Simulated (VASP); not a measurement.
# Cu (P6_3/mmc) in VASP: a series of runs, part 2 of 2

VASP 6.6.1. Earlier steps stand in the parts before.

### Step 6. Relaxation of cell and atoms, BLYP+D3(BJ)

This run uses another cell than the first one, of 11.44 Å³/atom.

File INCAR:

```
SYSTEM = Cu
PREC = Accurate
ENCUT = 600
EDIFF = 1E-6
ISMEAR = 1
SIGMA = 0.15
LREAL = .False.
LASPH = .True.
NELM = 80
ALGO = Normal
ISIF = 3
LWAVE = .False.
LCHARG = .False.
GGA = B5
ALDAX = 1.0
AGGAX = 1.0
AGGAC = 1.0
ALDAC = 0.0
IVDW = 12
VDW_S6 = 1.0
VDW_S8 = 2.6996
VDW_A1 = 0.4298
VDW_A2 = 4.2359
IBRION = 2
NSW = 60
EDIFFG = -0.05
```

File KPOINTS:

```
regular mesh
0
Gamma
  15 15 8
  0 0 0
```

File POSCAR:

```
Cu
1.0
    2.5341000000      0.0000000000      0.0000000000
   -1.2670500000      2.1945900000      0.0000000000
    0.0000000000      0.0000000000      4.1125700000
Cu
2
Direct
    0.3333333333      0.6666666667      0.2500000000
    0.6666666667      0.3333333333      0.7500000000
```

Potentials or basis: VASP PAW PBE potentials, release 64 (Cu).

Run with:

```console
$ cat potpaw_PBE.64/Cu/POTCAR > POTCAR
$ mpirun -np 1 vasp_std > vasp.out
```

OUTCAR:

```text
SYSTEM = Cu
   PREC = Accurate
   ENCUT = 600
   EDIFF = 1E-6
   ISMEAR = 1
   LREAL = .False.
   LASPH = .True.
   NELM = 80
   ISIF = 3
   GGA = B5
   IVDW = 12
   IBRION = 2
   NSW = 60
   EDIFFG = -0.05
 IVDW          = 12

 ion  position               nearest neighbor table
   1  0.333  0.667  0.250-   2 2.52   2 2.52   2 2.52   2 2.52   2 2.52   2 2.52
   2  0.667  0.333  0.750-   1 2.52   1 2.52   1 2.52   1 2.52   1 2.52   1 2.52

  LATTYP: Found a hexagonal cell.
 ALAT       =     2.5341000000
 C/A-ratio  =     1.6228917564

  Lattice vectors:

 A1 = (   2.5341000000,   0.0000000000,   0.0000000000)
 A2 = (  -1.2670500000,   2.1945900000,   0.0000000000)
 A3 = (   0.0000000000,   0.0000000000,   4.1125700000)

Analysis of symmetry for initial positions (statically):
=====================================================================
 Subroutine PRICEL returns:
 Original cell was already a primitive cell.
[... 299 lines left out ...]
  free energy    TOTEN  =        -5.76283073 eV

  energy without entropy =       -5.76294250  energy(sigma->0) =       -5.76286799

 E-fermi :   9.0079     XC(G=0): -12.4834

 val. band max:        8.8598741124   @ k =   0.2000   0.0667   0.2500
 cond. band min:       9.0123913763   @ k =   0.4667   0.0667   0.2500
 fundamental gap:      0.1525172639
 Fermi energy:         9.0078871625

 k-point     1 :       0.0000    0.0000    0.0000
  band No.  band energies     occupation
      1      -0.8905      2.00000
      2       3.3232      2.00000
      3       5.4534      2.00000
      4       5.5563      2.00000
      5       5.5563      2.00000
      6       5.7701      2.00000
      7       5.7701      2.00000
      8       6.1345      2.00000
      9       6.1346      2.00000
     10       6.9150      2.00000
     11       6.9150      2.00000
     12       7.7009      2.00000
     13      12.6165      0.00000
     14      31.1848      0.00000
[... 401 lines left out ...]
      2       4.2498      2.00000
      3       4.2635      2.00000
      4       5.0421      2.00000
      5       5.3726      2.00000
      6       5.4914      2.00000
      7       5.9090      2.00000
      8       6.8129      2.00000
      9       6.9152      2.00000
     10       6.9719      2.00000
     11      10.2614     -0.00000
     12      11.2738     -0.00000
     13      16.6795      0.00000
     14      18.1131      0.00000
     15      18.1852      0.00000

 [... further k-points ...]

------------------------ aborting loop because EDIFF is reached ----------------------------------------

 Edisp (eV)   -2.79877

 E8    (eV) :    -2.0415
[... 25 lines left out ...]
  FREE ENERGIE OF THE ION-ELECTRON SYSTEM (eV)
  ---------------------------------------------------
  free  energy   TOTEN  =        -8.5615990839 eV

  energy  without entropy=       -8.5617108581  energy(sigma->0) =       -8.56163634

 reached required accuracy - stopping structural energy minimisation
```

OSZICAR:

```text
N       E                     dE             d eps       ncg     rms          rms(c)
DAV:   1     0.127417983011E+03    0.12742E+03   -0.11803E+04  4282   0.297E+03
DAV:   2    -0.267591038241E+01   -0.13009E+03   -0.12573E+03  4050   0.333E+02
DAV:   3    -0.746425321785E+01   -0.47883E+01   -0.46354E+01  5032   0.977E+01
[... 30 lines left out ...]
DAV:   2    -0.576646259191E+01    0.74851E-02   -0.26003E-02  4869   0.479E+00    0.389E-01
DAV:   3    -0.576396188439E+01    0.25007E-02   -0.62654E-03  5009   0.228E+00    0.241E-01
DAV:   4    -0.576282300797E+01    0.11389E-02   -0.13986E-03  6799   0.991E-01    0.158E-02
DAV:   5    -0.576283010012E+01   -0.70921E-05   -0.70481E-05  4914   0.122E-01    0.733E-03
DAV:   6    -0.576283072994E+01   -0.62982E-06   -0.10453E-06  2881   0.232E-02
   4 F= -.85615991E+01 E0= -.85616363E+01  d E =-.129631E-02
```

CONTCAR:

```text
Cu
   1.00000000000000
     2.4974016215416208   -0.0000000000000000    0.0000000000000000
    -1.2487008107708104    2.1628084877965290    0.0000000000000000
     0.0000000000000000   -0.0000000000000000    4.1319828849387781
  Cu
     2
Direct
     0.3333333332999970    0.6666666667000030    0.2500000000000000
     0.6666666667000030    0.3333333332999970    0.7500000000000000

  0.00000000E+00  0.00000000E+00  0.00000000E+00
  0.00000000E+00  0.00000000E+00  0.00000000E+00
```

It took 3.2 min on 1 thread of Intel Xeon Platinum 8259CL at 2.50GHz (Skylake/Cascade Lake), shared host; peak memory 0.18 GiB.

Results:

```
Free energy                           : -8.5616 eV
Relaxed volume                        : 11.16 Å³/atom
Relaxed cell                          : a = 2.497 Å, b = 2.497 Å, c = 4.132 Å, α = 90.00°, β = 90.00°, γ = 120.00°
Space group after relaxing (to 0.1 Å) : P6_3/mmc (No. 194)
Energy gained by relaxing             : 5.3 meV/atom
Ionic steps                           : 4
Pressure after relaxing               : 0.3 GPa
Band gap on the k mesh                : zero (bands 11 and 12 overlap by 6.47 eV)
Dispersion energy per atom            : -1.399 eV
```

Stress tensor (GPa, compression positive):
```
0.15 0.00 0.00
0.00 0.15 0.00
0.00 0.00 0.61
```

Step by step:
| step | energy change (eV) | largest force (eV/Å) | pressure (GPa) | volume (Å³) |
| --- | --- | --- | --- | --- |
| 1 | 0.0000 | 0.0000 | -3.54 | 22.87 |
| 2 | -0.0079 | 0.0000 | 2.35 | 22.04 |
| 3 | -0.0092 | 0.0000 | 0.64 | 22.26 |
| 4 | -0.0105 | 0.0000 | 0.30 | 22.32 |

Final structure:
```yaml
crystal:
  lattice:
    - [2.49740, 0.00000, 0.00000]
    - [-1.24870, 2.16281, 0.00000]
    - [0.00000, 0.00000, 4.13198]
  atoms:
    - { symbol: Cu, position: [0.33333, 0.66667, 0.25000] }
    - { symbol: Cu, position: [0.66667, 0.33333, 0.75000] }
```

Levels at points of the mesh, in eV from the Fermi level:
| k point | band 9 | band 10 | band 11 | band 12 | band 13 | band 14 |
| --- | --- | --- | --- | --- | --- | --- |
| (0.00, 0.00, 0.00) | -2.87 | -2.09 | -2.09 | -1.31 | 3.61 | 22.18 |
| (0.00, 0.00, 0.50) | -2.34 | -2.34 | -2.34 | -2.34 | 12.46 | 12.46 |

Caveat: the PAW data sets were made with another functional, which shifts forces and pressure a little.

### Step 7. Relaxation of cell and atoms, PBEsol

This run uses another cell than the first one, of 11.44 Å³/atom.

File INCAR:

```
SYSTEM = Cu
  PREC = Accurate
  ENCUT = 600
  EDIFF = 1E-6
  ISMEAR = 1
  SIGMA = 0.15
  LREAL = .FALSE.
  LASPH = .TRUE.
  NELM = 60
  ALGO = Normal
  ISIF = 3
  LWAVE = .FALSE.
  LCHARG = .FALSE.
  GGA = PS
  IBRION = 2
  NSW = 60
  EDIFFG = -0.05
```

File KPOINTS:

```
Automatic mesh
0
G
  15 15 8
  0 0 0
```

POSCAR is that of step 6.

Run with:

```console
$ cat potpaw_PBE.64/Cu/POTCAR > POTCAR
$ mpirun -np 1 vasp_std > vasp.out
```

Run time: 3.2 min. Hardware: 1 thread of Intel Xeon Platinum 8259CL at 2.50GHz (Skylake/Cascade Lake), shared host; peak memory 0.18 GiB.

Results (log left out):

- Free energy: -8.6043 eV
- Relaxed volume: 11.37 Å³/atom
- Relaxed cell: a = 2.512 Å, b = 2.512 Å, c = 4.162 Å, α = 90.00°, β = 90.00°, γ = 120.00°
- Space group after relaxing (to 0.1 Å): P6_3/mmc (No. 194)
- Energy gained by relaxing: 2.1 meV/atom
- Ionic steps: 5
- Pressure after relaxing: 0.0 GPa
- Band gap on the k mesh: zero (bands 11 and 12 overlap by 6.19 eV)

Stress tensor (GPa, compression positive):
```
 0.07  0.00  0.00
 0.00  0.07  0.00
 0.00  0.00 -0.06
```

Step by step:
| step | energy change (eV) | largest force (eV/Å) | pressure (GPa) | volume (Å³) |
| --- | --- | --- | --- | --- |
| 1 | 0.0000 | 0.0000 | -0.90 | 22.87 |
| 2 | -0.0036 | 0.0000 | 0.60 | 22.66 |
| 3 | -0.0036 | 0.0000 | 1.04 | 22.62 |
| 4 | -0.0041 | 0.0000 | -0.35 | 22.80 |
| 5 | -0.0042 | 0.0000 | 0.03 | 22.74 |

Final structure:
```yaml
crystal:
  lattice:
    - [2.51172, 0.00000, 0.00000]
    - [-1.25586, 2.17521, 0.00000]
    - [0.00000, 0.00000, 4.16173]
  atoms:
    - { symbol: Cu, position: [0.33333, 0.66667, 0.25000] }
    - { symbol: Cu, position: [0.66667, 0.33333, 0.75000] }
```

Levels at points of the mesh, in eV from the Fermi level:
| k point | band 9 | band 10 | band 11 | band 12 | band 13 | band 14 |
| --- | --- | --- | --- | --- | --- | --- |
| (0.00, 0.00, 0.00) | -2.66 | -1.91 | -1.91 | -1.42 | 3.58 | 21.70 |
| (0.00, 0.00, 0.50) | -2.14 | -2.14 | -2.14 | -2.14 | 12.22 | 12.22 |

Caveat: the PAW data sets were made with another functional, which shifts forces and pressure a little.

### Step 8. Summary

```csv
task,level,potentials or basis,cell,cutoff (eV),gap on the mesh (eV),pressure (GPa),relaxed volume (Å³/atom)
single point,LDA,"VASP PAW LDA potentials, release 64 (Cu)","a = 2.477, b = 2.477, c = 4.099 Å, angles 90.0, 90.0, 120.0°, 2 atoms",520,none,0.9,-
single point,BLYP+D3(BJ),"VASP PAW PBE potentials, release 64 (Cu)","a = 2.494, b = 2.494, c = 4.134 Å, angles 90.0, 90.0, 120.0°, 2 atoms",520,none,0.8,-
single point,PBEsol,"VASP PAW PBE potentials, release 64 (Cu)","a = 2.509, b = 2.509, c = 4.151 Å, angles 90.0, 90.0, 120.0°, 2 atoms",520,none,0.7,-
relaxation of cell and atoms,LDA,"VASP PAW LDA potentials, release 64 (Cu)","relaxed from a = 2.534, b = 2.534, c = 4.113 Å, angles 90.0, 90.0, 120.0°, 2 atoms",600,none,0.2,10.94
relaxation of cell and atoms,BLYP+D3(BJ),"VASP PAW PBE potentials, release 64 (Cu)","relaxed from a = 2.534, b = 2.534, c = 4.113 Å, angles 90.0, 90.0, 120.0°, 2 atoms",600,none,0.3,11.16
relaxation of cell and atoms,PBEsol,"VASP PAW PBE potentials, release 64 (Cu)","relaxed from a = 2.534, b = 2.534, c = 4.113 Å, angles 90.0, 90.0, 120.0°, 2 atoms",600,none,0.0,11.37
```

Alike in all rows: no spin polarisation; k mesh 15 × 15 × 8; smearing methfessel-paxton 0.15 eV.

Caveats: the PAW data sets were made with another functional, which shifts forces and pressure a little (at least some runs).

Absolute energies hang on the potentials; compare differences alone.
